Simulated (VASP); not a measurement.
# Ir (P6_3/mmc) in VASP: further runs, part 2 of 2

VASP 6.6.1. The steps go on from the part before.

## Step 4: Relaxation of cell and atoms, PBEsol, target pressure 20 GPa, at which the enthalpy is minimised

Input file INCAR:

```
ALGO     = Normal         # electronic algorithm
EDIFF    = 1E-7           # SCF threshold, eV
EDIFFG   = -0.01          # ionic threshold
ENCUT    = 500            # plane-wave cutoff, eV
GGA      = PS             # functional
GGA_COMPAT= False        
IBRION   = 2              # ionic algorithm
ISIF     = 3              # what is computed and relaxed
ISMEAR   = -1             # smearing method
LASPH    = True           # aspherical terms in the spheres
LCHARG   = False          # write CHGCAR
LREAL    = False          # projectors in reciprocal space
LWAVE    = False          # write WAVECAR
NELM     = 120            # most SCF steps
NELMIN   = 4            
NSW      = 60             # ionic steps
PREC     = Accurate       # precision mode
PSTRESS  = 200.0        
SIGMA    = 0.05           # smearing width, eV
```

Input file KPOINTS:

```
k-points
0
Gamma
  11 11 6
```

Input file POSCAR:

```
Ir
1.0
    2.7513778946      0.0000000000      0.0000000000
   -1.3756889473      2.3827631521      0.0000000000
    0.0000000000      0.0000000000      4.4622900000
Ir
2
Direct
    0.3333333333      0.6666666667      0.2500000000
    0.6666666667      0.3333333333      0.7500000000
```

Potentials or basis: VASP PAW PBE potentials, release 64 (Ir).

On the command line:

```sh
$ cat potpaw_PBE.64/Ir/POTCAR > POTCAR
$ mpirun -np 1 vasp_std > vasp.out
```

OUTCAR:

```text
EDIFF = 1E-7
   EDIFFG = -0.01
   ENCUT = 500
   GGA = PS
   IBRION = 2
   ISIF = 3
   ISMEAR = -1
   LASPH = True
   LREAL = False
   NELM = 120
   NELMIN = 4
   NSW = 60
   PREC = Accurate
   PSTRESS = 200.0

 ion  position               nearest neighbor table
   1  0.333  0.667  0.250-   2 2.74   2 2.74   2 2.74   2 2.74   2 2.74   2 2.74
   2  0.667  0.333  0.750-   1 2.74   1 2.74   1 2.74   1 2.74   1 2.74   1 2.74

  LATTYP: Found a hexagonal cell.
 ALAT       =     2.7513778946
 C/A-ratio  =     1.6218382828

  Lattice vectors:

 A1 = (   2.7513778946,   0.0000000000,   0.0000000000)
 A2 = (  -1.3756889473,   2.3827631521,   0.0000000000)
 A3 = (   0.0000000000,   0.0000000000,   4.4622900000)

Analysis of symmetry for initial positions (statically):
=====================================================================
 Subroutine PRICEL returns:
 Original cell was already a primitive cell.

 Routine SETGRP: Setting up the symmetry group for a
 hexagonal supercell.

 Subroutine GETGRP returns: Found 24 space group operations
 (whereof 12 operations were pure point group operations)
 out of a pool of 24 trial point group operations.

The static configuration has the point symmetry D_3d.
 The point group associated with its full space group is D_6h.

Analysis of symmetry for dynamics (positions and initial velocities):
=====================================================================
 Subroutine PRICEL returns:
[... 165 lines left out ...]
 fundamental gap:      0.0143108559
 Fermi energy:         9.7709610481

 k-point     1 :       0.0000    0.0000    0.0000
  band No.  band energies     occupation
      1      -1.1573      2.00000
      2       1.9083      2.00000
      3       6.0139      2.00000
      4       6.1193      2.00000
      5       6.1193      2.00000
      6       6.7469      2.00000
      7       6.7469      2.00000
      8       7.5107      2.00000
      9       7.5107      2.00000
     10       8.9956      2.00000
     11      10.0464      0.00807
     12      10.0464      0.00807
     13      16.5257      0.00000
[... 477 lines left out ...]
  energy  without entropy=      -19.4090558302  energy(sigma->0) =      -19.42058688

  enthalpy is  TOTEN    =       -16.0116220023 eV   P V=        3.4204959353

[... ionic steps 4 to 7 ...]

--------------------------------------- Ionic step        8  -------------------------------------------

 number of electron      18.0000001 magnetization

------------------------ aborting loop because EDIFF is reached ----------------------------------------
[... 71 lines left out ...]
--------------------------------------- Ionic step       10  -------------------------------------------

 number of electron      18.0000001 magnetization

 Free energy of the ion-electron system (eV)
  ---------------------------------------------------
  ext. energy  EPLUGINS =         0.00000000
  ---------------------------------------------------
  free energy    TOTEN  =       -19.39396824 eV

  energy without entropy =      -19.37149770  energy(sigma->0) =      -19.38273297

 E-fermi :  11.1712     XC(G=0): -14.3696

 val. band max:       11.1548400958   @ k =   0.3636   0.1818   0.1667
 cond. band min:      11.1740431323   @ k =   0.2727   0.0909   0.3333
 fundamental gap:      0.0192030365
 Fermi energy:        11.1712164613

 k-point     1 :       0.0000    0.0000    0.0000
  band No.  band energies     occupation
      1      -0.6351      2.00000
      2       2.4386      2.00000
      3       6.9135      2.00000
      4       7.0310      2.00000
      5       7.0310      2.00000
      6       7.7470      2.00000
      7       7.7470      2.00000
      8       8.6233      2.00000
      9       8.6233      2.00000
     10      10.1664      2.00000
     11      11.4821      0.00398
     12      11.4821      0.00398
     13      18.6632      0.00000
[... 401 lines left out ...]
  energy  without entropy=      -19.3714977001  energy(sigma->0) =      -19.38273297

  enthalpy is  TOTEN    =       -16.0190089063 eV   P V=        3.3749593309

 reached required accuracy - stopping structural energy minimisation
```

OSZICAR:

```text
N       E                     dE             d eps       ncg     rms          rms(c)
DAV:   1     0.142816895666E+03    0.14282E+03   -0.82832E+03  1672   0.134E+03
[... 82 lines left out ...]
   9 F= -.16018997E+02 E0= -.16007756E+02  d E =-.706925E-04
       N       E                     dE             d eps       ncg     rms          rms(c)
DAV:   1    -0.193939847795E+02    0.14457E-02   -0.64747E-04  1724   0.390E-01    0.485E-02
DAV:   2    -0.193939694386E+02    0.15341E-04   -0.27234E-05  1839   0.743E-02    0.174E-02
DAV:   3    -0.193939679201E+02    0.15186E-05   -0.65142E-06  2039   0.344E-02    0.389E-03
DAV:   4    -0.193939682437E+02   -0.32367E-06   -0.21490E-07  1459   0.504E-03    0.491E-04
DAV:   5    -0.193939682372E+02    0.65274E-08   -0.19452E-08   832   0.177E-03
  10 F= -.16019009E+02 E0= -.16007774E+02  d E =-.828991E-04
```

CONTCAR:

```text
Ir
   1.00000000000000
     2.6791320130654439    0.0000000000000000   -0.0000000000000000
    -1.3395660065327220    2.3201963833692996    0.0000000000000000
     0.0000000000000000    0.0000000000000000    4.3494092249921561
  Ir
     2
Direct
     0.3333333332999970    0.6666666667000030    0.2500000000000000
     0.6666666667000030    0.3333333332999970    0.7500000000000000

  0.00000000E+00  0.00000000E+00  0.00000000E+00
  0.00000000E+00  0.00000000E+00  0.00000000E+00
```

It took 3.3 min on 1 thread of Intel Xeon 8259CL, shared host; peak memory 0.17 GiB.

Results:

```yaml
Free_energy: -19.3940 eV
Relaxed_volume: 13.52 Å³/atom
Relaxed_cell: a = 2.679 Å, b = 2.679 Å, c = 4.349 Å, α = 90.00°, β = 90.00°, γ = 120.00°
Space_group_after_relaxing_to_0.05_Å: P6_3/mmc (No. 194)
Energy_change_on_relaxing_the_enthalpy_is_what_falls: +20.0 meV/atom
Ionic_steps: 10
Pressure_after_relaxing: 20.0 GPa
Band_gap_on_the_k_mesh: zero (band 9 reaches 12.25 eV, above the bottom of band 10 at 8.73 eV)
```

The path:
```tsv
step	energy change (eV)	largest force (eV/Å)	pressure (GPa)	volume (Å³)
1	0.0000	0.0000	-11.65	29.25
2	8.9996	0.0000	446.14	18.65
3	0.0018	0.0000	13.67	27.40
4	0.0221	0.0000	17.25	27.19
5	0.0404	0.0000	20.03	27.03
6	0.0351	0.0000	19.26	27.08
7	0.0358	0.0000	19.33	27.07
8	0.0356	0.0000	19.32	27.07
9	0.0385	0.0000	19.74	27.05
10	0.0400	0.0000	19.96	27.04
```

Final structure:
```
Ir
1.0
     2.67913    0.00000    0.00000
    -1.33957    2.32020    0.00000
     0.00000    0.00000    4.34941
Ir
2
Cartesian
  0.0000 1.5468 1.0874
  1.3396 0.7734 3.2621
```

Caveat: the cell is relaxed towards a set pressure, so the enthalpy falls and the energy may rise; the PAW data sets were made with another functional, which shifts forces and pressure a little; spin-orbit coupling is left out, which moves the levels of the heavy elements.

## Step 5: The runs side by side

```csv
cell,gap on the mesh (eV),pressure (GPa)
relaxed to 5 GPa,none,5.0
relaxed to 10 GPa,none,10.0
relaxed to 20 GPa,none,20.0
```

Alike in all rows: task relaxation of cell and atoms; level PBEsol; potentials or basis VASP PAW PBE potentials, release 64 (Ir); no spin polarisation; k mesh 11 × 11 × 6; cutoff (eV) 500; smearing fermi-dirac 0.05 eV.

Caveats: the cell is relaxed towards a set pressure, so the enthalpy falls and the energy may rise; the PAW data sets were made with another functional, which shifts forces and pressure a little; spin-orbit coupling is left out, which moves the levels of the heavy elements.

Total energies depend on the potentials used, so only differences within one code and one set of settings carry meaning.
